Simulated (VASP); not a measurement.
Runs of VASP 6.6.1 on ZrS. The structure is cubic, space group Fm-3m (No. 225). The conventional cell has a = 5.250 Å, b = 5.250 Å, c = 5.250 Å, α = 90.00°, β = 90.00°, γ = 90.00°. Zr (site symmetry m-3m) has 6 S at 2.62 Å within 3.5 Å. Within 3.5 Å of S (site symmetry m-3m) lie 6 Zr at 2.62 Å. 

```tsv
smearing	gap on the mesh (eV)	pressure (GPa)
fermi-dirac 0.5 eV	none	-0.8
fermi-dirac 0.2 eV	none	(a)
fermi-dirac 0.3 eV	none	-3.0
fermi-dirac 0.1 eV	none	-4.1
```

Alike in all rows: task single point; level r2SCAN+D3(BJ); potentials or basis VASP PAW PBE potentials, release 64 (Zr_sv, S); no spin polarisation; cell as given; k mesh 10 × 10 × 10; cutoff (eV) 520.

**Question.** Fill in the values left out.

**Answer.** (a) -3.7.

Caveats: three body term missing; the PAW data sets were made with another functional, which shifts forces and pressure a little; pairwise dispersion overbinds metals, which lowers pressure and volume.

A k mesh can miss the band edges, and the runs leave out spin-orbit coupling on Zr.

A gap of «none» marks levels without a gap at the run's occupations.
